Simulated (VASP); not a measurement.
# Cu5Mo (P6/mmm) in VASP: a series of runs

Runs on Cu5Mo. Level: PBE. Tasks: single point.

All numbers are computed with VASP 6.6.1; they aren't measurements. Logs are shortened: lines on timing, memory, paths and dates and some standing lists are left out, and cuts for length are marked.

### Step 1. The cell of the first run

The structure is hexagonal, space group P6/mmm (No. 191). Conventional cell: a = 3.992 Å, b = 3.992 Å, c = 9.450 Å, α = 90.00°, β = 90.00°, γ = 120.00°. Within 3.0 Å of Cu (site symmetry -6m2) lie 6 Cu at 2.30 Å. Cu (site symmetry 6mm) has 1 Cu at 2.31 Å and 1 Mo at 2.42 Å within 3.1 Å. Within 3.0 Å of Cu (site symmetry 6/mmm) lie 8 Cu at 2.30 to 2.31 Å. Mo (site symmetry 6/mmm) has 2 Cu at 2.42 Å within 3.2 Å.

The cell was built from a structure type or drawn by symmetry, and may not be a known phase.

### Step 2. Single point, PBE

INCAR reads:

```
  ALGO = Normal
  EDIFF = 1E-6
  ENCUT = 600
  GGA = PE
  GGA_COMPAT = False
  ISIF = 2
  ISMEAR = 0
  LASPH = True
  LCHARG = False
  LREAL = False
  LWAVE = False
  NBANDS = 44
  NELM = 120
  PREC = Accurate
  SIGMA = 0.2
```

KPOINTS reads:

```
k-points
0
Gamma
  5 5 3
```

POSCAR reads:

```
Cu5Mo
1.0
    3.9921431127      0.0000000000      0.0000000000
   -1.9960715563      3.4572973511      0.0000000000
    0.0000000000      0.0000000000      9.4504662282
Cu Mo
5 1
Direct
    0.3333333333      0.6666666667      0.5000000000
    0.6666666667      0.3333333333      0.5000000000
    0.0000000000      0.0000000000      0.2556020365
    0.0000000000      0.0000000000      0.7443979635
    0.0000000000      0.0000000000      0.5000000000
    0.0000000000      0.0000000000      0.0000000000
```

Potentials or basis: VASP PAW PBE potentials, release 64 (Cu, Mo_sv).

The run is started by

```bash
> cat potpaw_PBE.64/Cu/POTCAR potpaw_PBE.64/Mo_sv/POTCAR > POTCAR
> mpirun -np 1 vasp_std > vasp.out
```

OUTCAR:

```text
EDIFF = 1E-6
   ENCUT = 600
   GGA = PE
   ISIF = 2
   ISMEAR = 0
   LASPH = True
   LREAL = False
   NELM = 120
   PREC = Accurate

 ion  position               nearest neighbor table
   1  0.333  0.667  0.500-   2 2.30   5 2.30   2 2.30   5 2.30   5 2.30   2 2.30
   2  0.667  0.333  0.500-   1 2.30   5 2.30   1 2.30   5 2.30   5 2.30   1 2.30
   3  0.000  0.000  0.256-   5 2.31   6 2.42
   4  0.000  0.000  0.744-   5 2.31   6 2.42
   5  0.000  0.000  0.500-   1 2.30   2 2.30   1 2.30   2 2.30   2 2.30   1 2.30   3 2.31   4 2.31

   6  0.000  0.000  0.000-   3 2.42   4 2.42

  LATTYP: Found a hexagonal cell.
 ALAT       =     3.9921431127
 C/A-ratio  =     2.3672663934

  Lattice vectors:

 A1 = (   3.9921431127,   0.0000000000,   0.0000000000)
 A2 = (  -1.9960715563,   3.4572973511,   0.0000000000)
 A3 = (   0.0000000000,   0.0000000000,   9.4504662282)

Analysis of symmetry for initial positions (statically):
=====================================================================
 Subroutine PRICEL returns:
 Original cell was already a primitive cell.

 Routine SETGRP: Setting up the symmetry group for a
 hexagonal supercell.

 Subroutine GETGRP returns: Found 24 space group operations
 (whereof 24 operations were pure point group operations)
 out of a pool of 24 trial point group operations.

The static configuration has the point symmetry D_6h.

Analysis of symmetry for dynamics (positions and initial velocities):
=====================================================================
 Subroutine PRICEL returns:
 Original cell was already a primitive cell.

 Routine SETGRP: Setting up the symmetry group for a
 hexagonal supercell.

 Subroutine GETGRP returns: Found 24 space group operations
 (whereof 24 operations were pure point group operations)
 out of a pool of 24 trial point group operations.

The dynamic configuration has the point symmetry D_6h.

 Subroutine INISYM returns: Found 24 space group operations
 (whereof 24 operations are pure point group operations),
 and found     1 'primitive' translations

----------------------------------------------------------------------------------------

                                     Primitive cell

  volume of cell :     130.4356

  direct lattice vectors                    reciprocal lattice vectors
     3.992143113  0.000000000  0.000000000     0.250492022  0.144621636  0.000000000
    -1.996071556  3.457297351  0.000000000     0.000000000  0.289243273  0.000000000
     0.000000000  0.000000000  9.450466228     0.000000000  0.000000000  0.105814885

  length of vectors
     3.992143113  3.992143113  9.450466228     0.289243273  0.289243273  0.105814885

  position of ions in fractional coordinates (direct lattice)
     0.333333333  0.666666667  0.500000000
     0.666666667  0.333333333  0.500000000
     0.000000000  0.000000000  0.255602037
     0.000000000  0.000000000  0.744397963
     0.000000000  0.000000000  0.500000000
     0.000000000  0.000000000  0.000000000

  ion indices of the primitive-cell ions
   primitive index   ion index
                 1           1
                 2           2
                 3           3
                 4           4
                 5           5
                 6           6

----------------------------------------------------------------------------------------

 KPOINTS: k-points

Automatic generation of k-mesh.
 Grid dimensions read from file:
 generate k-points for:    5    5    3

 Generating k-lattice:

  Cartesian coordinates                     Fractional coordinates (reciprocal lattice)
     0.050098404  0.028924327  0.000000000     0.200000000  0.000000000  0.000000000
     0.000000000  0.057848655  0.000000000     0.000000000  0.200000000  0.000000000
     0.000000000  0.000000000  0.035271628     0.000000000  0.000000000  0.333333333

  Length of vectors
     0.057848655  0.057848655  0.035271628

  Shift w.r.t. Gamma in fractional coordinates (k-lattice)
     0.000000000  0.000000000  0.000000000

 Subroutine IBZKPT returns following result:
 ===========================================

 Found     10 irreducible k-points:

 Following reciprocal coordinates:
            Coordinates               Weight
  0.000000  0.000000  0.000000      1.000000
  0.200000  0.000000  0.000000      6.000000
  0.400000  0.000000  0.000000      6.000000
  0.200000  0.200000  0.000000      6.000000
  0.400000  0.200000  0.000000      6.000000
  0.000000  0.000000  0.333333      2.000000
  0.200000  0.000000  0.333333     12.000000
  0.400000  0.000000  0.333333     12.000000
  0.200000  0.200000  0.333333     12.000000
  0.400000  0.200000  0.333333     12.000000
   k-points           NKPTS =     10   k-points in BZ     NKDIM =     10   number of bands    NBANDS=     44
   number of dos      NEDOS =    301   number of ions     NIONS =      6
   total plane-waves  NPLWV =  81920
   dimension x,y,z NGX =    32 NGY =   32 NGZ =   80
   dimension x,y,z NGXF=    64 NGYF=   64 NGZF=  160
   ions per type =               5   1
   NGX,Y,Z   is equivalent  to a cutoff of  13.33, 13.33, 14.07 a.u.
   NGXF,Y,Z  is equivalent  to a cutoff of  26.65, 26.65, 28.15 a.u.
 SYSTEM =  unknown system
   PREC   = accura    normal or accurate (medium, high low for compatibility)
   ISTART =      0    job   : 0-new  1-cont  2-samecut
   ICHARG =      2    charge: 1-file 2-atom 10-const
   ISPIN  =      1    spin polarized calculation?
   LNONCOLLINEAR =      F non collinear calculations
   LSORBIT =      F    spin-orbit coupling
   LASPH  =      T    aspherical Exc in radial PAW
   ENCUT  =  600.0 eV  44.10 Ry    6.64 a.u.   7.97  7.97 18.87*2*pi/ulx,y,z
   NELM   =    120;   NELMIN=  2; NELMDL= -5     # of ELM steps
   EDIFF  = 0.1E-05   stopping-criterion for ELM
   LREAL  =      F    real-space projection
   EDIFFG = 0.1E-04   stopping-criterion for IOM
   NSW    =      0    number of steps for IOM
   IBRION =     -1    ionic relax: 0-MD 1-quasi-New 2-CG
   NFREE  =      0    steps in history (QN), initial steepest desc. (CG)
   ISIF   =      2    stress and relaxation
   ISYM   =      2    0-nonsym 1-usesym 2-fastsym
   POTIM  = 0.5000    time-step for ionic-motion
   TEBEG  =    0.0;   TEEND  =   0.0 temperature during run
   PSTRESS=    0.0 pullay stress
   NELECT =      69.0000    total number of electrons
   NUPDOWN=      -1.0000    fix difference up-down
   EMIN   =  10.00;   EMAX   =-10.00  energy-range for DOS
   EFERMI =   0.00;   METHOD = LEGACY
   ISMEAR =     0;   SIGMA  =   0.20  broadening in eV -4-tet -1-fermi 0-gaus
   EFERMI_NEDOS =   21; number of points for ismear=-14 and -15
   IALGO  =     38    algorithm
   IMIX   =      4    mixing-type and parameters
     AMIX     =   0.40;   BMIX     =  1.00
     AMIX_MAG =   1.60;   BMIX_MAG =  1.00
  volume/ion in A,a.u.               =      21.74       146.70
  Fermi-wavevector in a.u.,A,eV,Ry     =   1.324014  2.502023 23.851183  1.753012
  Thomas-Fermi vector in A             =   2.453580
   LORBIT       =      0    0 simple, 1 ext, 2 COOP (PROOUT), +10 PAW based schemes
   GGA     = PE    functional components
   LHFCALC =     F    Hartree Fock is set to
   AEXX    =    0.0000 exact exchange contribution
   IVDW    =     0    specifies the selected vdW correction
   LEPSILON=     F    determine dielectric tensor
   LRPA    =     F    only Hartree local field effects (RPA)
 non-spin polarized calculation
 Gauss-broadening in eV      SIGMA  =   0.20
  energy-cutoff  :      600.00
  volume of cell :      130.44
 maximum number of plane-waves:      4368
 NGX is ok and might be reduce to    32
   NGX = 15   NGY = 15   NGZ = 37

 number of electron      69.0000005 magnetization

 Free energy of the ion-electron system (eV)
  ---------------------------------------------------
  ext. energy  EPLUGINS =         0.00000000
  ---------------------------------------------------
  free energy    TOTEN  =       -19.61122661 eV

  energy without entropy =      -19.46042673  energy(sigma->0) =      -19.53582667

 E-fermi :   3.0390     XC(G=0):  -9.5667

 val. band max:        2.9745882283   @ k =   0.4000   0.2000   0.0000
 cond. band min:       3.0439073226   @ k =   0.4000   0.0000   0.0000
 fundamental gap:      0.0693190943
 Fermi energy:         3.0390496424

 k-point     1 :       0.0000    0.0000    0.0000
  band No.  band energies     occupation
      1     -58.0874      2.00000
      2     -32.2126      2.00000
      3     -32.1000      2.00000
      4     -32.1000      2.00000
      5      -4.7661      2.00000
      6      -1.5858      2.00000
[... 36 lines left out ...]
     43      10.0138      0.00000
     44      11.3906      0.00000

 k-point     2 :       0.2000    0.0000    0.0000
  band No.  band energies     occupation
      1     -58.0870      2.00000
      2     -32.2118      2.00000
      3     -32.1070      2.00000
      4     -32.1018      2.00000
      5      -4.2340      2.00000
      6      -1.4562      2.00000
[... 36 lines left out ...]
     43       9.1387      0.00000
     44      10.0428      0.00000

 k-point     3 :       0.4000    0.0000    0.0000
  band No.  band energies     occupation
      1     -58.0865      2.00000
      2     -32.2106      2.00000
      3     -32.1183      2.00000
      4     -32.1048      2.00000
      5      -2.8186      2.00000
      6      -2.0049      2.00000
[... 36 lines left out ...]
     43       8.3311      0.00000
     44       9.1801      0.00000

 k-point     4 :       0.2000    0.2000    0.0000
  band No.  band energies     occupation
      1     -58.0866      2.00000
      2     -32.2108      2.00000
      3     -32.1144      2.00000
      4     -32.1060      2.00000
      5      -3.2725      2.00000
      6      -1.6582      2.00000
[... 224 lines left out ...]
     43       8.5594      0.00000
     44       9.0502      0.00000

 k-point     9 :       0.2000    0.2000    0.3333
  band No.  band energies     occupation
      1     -58.0866      2.00000
      2     -32.2108      2.00000
      3     -32.1144      2.00000
      4     -32.1060      2.00000
      5      -3.2524      2.00000
      6      -1.6491      2.00000
[... 36 lines left out ...]
     43       8.4871      0.00000
     44       9.5125      0.00000

 k-point    10 :       0.4000    0.2000    0.3333
  band No.  band energies     occupation
      1     -58.0863      2.00000
      2     -32.2102      2.00000
      3     -32.1180      2.00000
      4     -32.1096      2.00000
      5      -2.1557      2.00000
      6      -2.0102      2.00000
[... 36 lines left out ...]
     43       6.8236      0.00000
     44       8.3665      0.00000

------------------------ aborting loop because EDIFF is reached ----------------------------------------

  FORCE on cell =-STRESS in cart. coord.  units (eV):
  Direction    XX          YY          ZZ          XY          YZ          ZX
  --------------------------------------------------------------------------------------
  -------------------------------------------------------------------------------------
  Total        0.1067896      0.1067896     -0.0046032      0.0000000     -0.0000000     -0.0000000
  in kB        1.3117271      1.3117271     -0.0565426      0.0000000     -0.0000000     -0.0000000
  external PRESSURE =       0.8556372 kB  Pullay stress =       0.0000000 kB

 VOLUME and BASIS-vectors are now :
 -----------------------------------------------------------------------------
  energy-cutoff  :      600.00
  volume of cell :      130.44
      direct lattice vectors                 reciprocal lattice vectors
     3.992143113  0.000000000  0.000000000     0.250492022  0.144621636  0.000000000
    -1.996071556  3.457297351  0.000000000     0.000000000  0.289243273  0.000000000
     0.000000000  0.000000000  9.450466228     0.000000000  0.000000000  0.105814885

 POSITION                                       TOTAL-FORCE (eV/Angst)
 -----------------------------------------------------------------------------------
     -0.00000      2.30486      4.72523         0.000000     -0.000000      0.000000
      1.99607      1.15243      4.72523        -0.000000      0.000000      0.000000
      0.00000      0.00000      2.41556         0.000000     -0.000000      0.002443
      0.00000      0.00000      7.03491         0.000000      0.000000     -0.002443
      0.00000      0.00000      4.72523         0.000000      0.000000      0.000000
      0.00000      0.00000      0.00000         0.000000      0.000000      0.000000
 -----------------------------------------------------------------------------------
    total drift:                                0.000000     -0.000000     -0.000000

  FREE ENERGIE OF THE ION-ELECTRON SYSTEM (eV)
  ---------------------------------------------------
  free  energy   TOTEN  =       -19.6112266067 eV

  energy  without entropy=      -19.4604267303  energy(sigma->0) =      -19.53582667
```

Wall time 1.7 min (1 thread of AMD EPYC 9R45 (Zen 5), shared host); peak memory 0.25 GiB.

What came out:

```yaml
Free_energy: -19.6112 eV
Pressure: 0.1 GPa
Band_gap_on_the_k_mesh: zero (an odd number of electrons rules out a gap without spin polarisation)
```

Forces in eV/Å, atoms in the order of the input:
```
Cu   0.000  0.000  0.000
Cu   0.000  0.000  0.000
Cu   0.000  0.000  0.002
Cu   0.000  0.000 -0.002
Cu   0.000  0.000  0.000
Mo   0.000  0.000  0.000
```

Caveat: the k points lie up to 0.36 Å⁻¹ apart, too coarse for converged energies and pressures of a metal.

### Step 3. Single point, PBE

This run uses another cell than the first one, of 22.00 Å³/atom.

INCAR reads:

```
PREC = Accurate ; ENCUT = 600
EDIFF = 1E-6 ; ISMEAR = 0
SIGMA = 0.2 ; LREAL = F
LASPH = T ; NELM = 120
ALGO = Normal ; ISIF = 2
LWAVE = F ; LCHARG = F
GGA = PE ; NBANDS = 44
GGA_COMPAT = F
```

KPOINTS reads:

```
Automatic mesh
0
Gamma
  5 5 3
```

POSCAR reads:

```
Cu5Mo
1.0
    4.6633728744     -0.0000000036      0.0000000000
   -2.3316864341      4.0385993783      0.0000000000
    0.0000000000      0.0000000000      7.0074720276
Cu Mo
5 1
Direct
    0.0000000000      0.0000000000      0.8361223127
    0.0000000000      0.0000000000      0.1638776873
    0.5000000000      0.0000000000      0.0000000000
    0.0000000000      0.5000000000      0.0000000000
    0.5000000000      0.5000000000      0.0000000000
    0.0000000000      0.0000000000      0.5000000000
```

Potentials or basis: VASP PAW PBE potentials, release 64 (Cu, Mo_sv).

The run is started by

```bash
> cat potpaw_PBE.64/Cu/POTCAR potpaw_PBE.64/Mo_sv/POTCAR > POTCAR
> mpirun -np 1 vasp_std > vasp.out
```

Wall time 99 s (1 thread of AMD EPYC 9R45 (Zen 5), shared host); peak memory 0.27 GiB.

It converged, with:

- Free energy: -20.3667 eV
- Pressure: -0.1 GPa
- Largest force: 0.004 eV/Å
- Band gap on the k mesh: zero (an odd number of electrons rules out a gap without spin polarisation)

Forces on the atoms (eV/Å):
```
Cu   0.000  0.000 -0.004
Cu   0.000  0.000  0.004
Cu   0.000  0.000  0.000
Cu   0.000  0.000  0.000
Cu   0.000  0.000  0.000
Mo   0.000  0.000  0.000
```

Stress tensor (GPa, compression positive):
```
-0.33  0.00  0.00
 0.00 -0.33  0.00
 0.00  0.00  0.42
```

Levels at points of the mesh, in eV from the Fermi level:
| k point | band 31 | band 32 | band 33 | band 34 | band 35 | band 36 | band 37 | band 38 | band 39 | band 40 |
| --- | --- | --- | --- | --- | --- | --- | --- | --- | --- | --- |
| (0.00, 0.00, 0.00) | -0.82 | -0.76 | -0.36 | -0.05 | -0.05 | 0.31 | 0.31 | 1.65 | 1.65 | 1.91 |

[end of part 1 of 2]
